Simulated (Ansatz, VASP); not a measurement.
**Hf6TaAlO16: VASP beside Ansatz**

```
CELL_PARAMETERS angstrom
-5.12129 5.35389 -0.44415
-5.07300 -0.39586 5.04256
0.02878 4.93852 4.67548
ATOMIC_POSITIONS crystal
O 0.88734 0.87511 0.32923
O 0.35249 0.85429 0.47696
O 0.80115 0.50131 0.30758
O 0.99731 0.80315 0.88769
O 0.50136 0.32086 0.37969
O 0.31460 0.00919 0.80670
O 0.86149 0.37505 0.92748
O 0.39659 0.38153 0.80761
O 0.48431 0.71195 0.13053
O 0.19009 0.50094 0.18818
O 0.58915 0.10620 0.10467
O 0.62441 0.63010 0.66319
O 0.14452 0.12434 0.16161
O 0.13254 0.60197 0.59026
O 0.69059 0.99652 0.69668
O 0.00080 0.18986 0.61761
Al 0.45787 0.01652 0.97603
Hf 0.00225 0.04204 0.96893
Hf 0.06243 0.47836 0.98001
Hf 0.01341 0.94634 0.52440
Hf 0.50981 0.44542 0.02635
Hf 0.55050 0.99055 0.48676
Hf 0.95129 0.50856 0.51150
Ta 0.49564 0.56256 0.45878
```

Alike in both runs: functional PBE; k mesh 3 × 3 × 3; occupations gaussian, width 0.1 eV; no spin polarisation.

Ansatz relaxed the structure, and its values are those at the end. VASP's run is a single point on that final structure, the one shown.

```csv
,VASP,Ansatz
version,VASP 6.6.1,Ansatz 0.2.0
potentials or method,"VASP PAW PBE potentials, release 64 (O, Al, Hf_pv, Ta_pv), cutoff 520 eV","scalar-relativistic, plane waves, PAW"
valence electrons in the cell,170,268
```

Ansatz gave:

| Quantity | Value |
| --- | --- |
| gap on the k mesh at the Fermi level (eV) | 3.84 |
| least direct gap on the mesh (eV) | 3.85 |
| pressure (GPa) | 0.0 |
| rms of the force components (eV/Å) | 0.006 |

Question: What did VASP give for the same quantities?

Answer: gap on the k mesh at the Fermi level (eV): 3.80; least direct gap on the mesh (eV): 3.81; pressure (GPa): -2.2; rms of the force components (eV/Å): 0.068.

With one functional, cell and mesh, what is left measures potentials, basis and numerics. VASP's potentials hold 170 valence electrons a cell and Ansatz's 268, so a difference there can come from the potentials and not from the codes.

Spin-orbit coupling is off throughout.
